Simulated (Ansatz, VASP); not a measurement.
## Two plane-wave programs on Bi

```
Bi
1.0
    -1.75293    1.75293    1.75293
     1.75293   -1.75293    1.75293
     1.75293    1.75293   -1.75293
Bi
1
Direct
  0.00000 0.00000 0.00000
```

Change from the starting cell: volume scaled by 0.68, PAW files.

Alike in both runs: task single point; functional PBE; k mesh 13 × 13 × 13; occupations fermi-dirac, width 0.08 eV; no spin polarisation.

|  | VASP | Ansatz |
| --- | --- | --- |
| version | VASP 6.6.1 | Ansatz 0.2.0 |
| potentials or method | VASP PAW PBE potentials, release 64 (Bi_d) | PAW with Ansatz's default frozen-core files, scalar-relativistic |
| plane-wave cutoff (eV) | 520 | 420 |
| valence electrons in the cell | 15 | 15 |

```tsv
	VASP	Ansatz	Ansatz less VASP
pressure (GPa)	48.4	48.4	+0.05
```

Both programs put the cell under a high pressure, so it lies far from rest at this level.

Spin-orbit coupling is off throughout.
